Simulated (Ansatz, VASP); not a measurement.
# Two plane-wave programs on Hg

File INCAR:

```
PREC     = Accurate       # precision mode
ENCUT    = 520            # plane-wave cutoff, eV
EDIFF    = 1E-6           # SCF threshold, eV
ISMEAR   = 0              # smearing method
SIGMA    = 0.1            # smearing width, eV
LREAL    = False          # projectors in reciprocal space
LASPH    = True           # aspherical terms in the spheres
NELM     = 80             # most SCF steps
ALGO     = Normal         # electronic algorithm
ISIF     = 2              # what is computed and relaxed
LWAVE    = False          # write WAVECAR
LCHARG   = False          # write CHGCAR
GGA      = PE             # functional
IVDW     = 12             # dispersion correction
NBANDS   = 12             # bands
```

File KPOINTS:

```
Automatic mesh
0
Gamma
  6 6 6
```

File POSCAR:

```
Hg
1.0
   -2.0696950000      2.0696950000      1.8022580000
    2.0696950000     -2.0696950000      1.8022580000
    2.0696950000      2.0696950000     -1.8022580000
Hg
1
Direct
    0.0000000000      0.0000000000      0.0000000000
```

Input for Ansatz:

```yaml
crystal:
  lattice:
    - [-2.069695, 2.069695, 1.802258]
    - [2.069695, -2.069695, 1.802258]
    - [2.069695, 2.069695, -1.802258]
  atoms:
    - { symbol: Hg, position: [0.0, 0.0, 0.0] }
basis:
  ecutwfc: 420
kpoints:
  mp_grid: { grid: [6, 6, 6] }
hamiltonian:
  xc: pbe
  dispersion: d3bj
scf:
  occupations: { method: gaussian, width: 0.1 }
  convergence: { dr2_threshold: "1e-11 eV" }
output:
  forces: true
  stress: true
  eigenvalues: true
```

Alike in both runs: task single point; functional PBE; dispersion D3(BJ); k mesh 6 × 6 × 6; occupations gaussian, width 0.1 eV; no spin polarisation.

```csv
,VASP,Ansatz
version,VASP 6.6.1,Ansatz 0.2.0
potentials or method,"VASP PAW PBE potentials, release 64 (Hg), cutoff 520 eV","scalar-relativistic, plane waves, PAW"
valence electrons in the cell,12,20
```

|  | VASP | Ansatz | Ansatz less VASP |
| --- | --- | --- | --- |
| gap on the k mesh at the Fermi level (eV) | none | none | - |
| pressure (GPa) | -1.8 | -1.9 | -0.08 |
| traceless stress, the component that is largest in VASP (GPa) | 0.27 | 0.29 | +0.015 |

A gap of «none» marks a metal or a gap that the smearing closes. VASP's potentials hold 12 valence electrons a cell and Ansatz's 20, so a difference there can come from the potentials and not from the codes.

The k mesh is coarse, so the values compare programs but aren't converged. Spin-orbit coupling is off throughout.
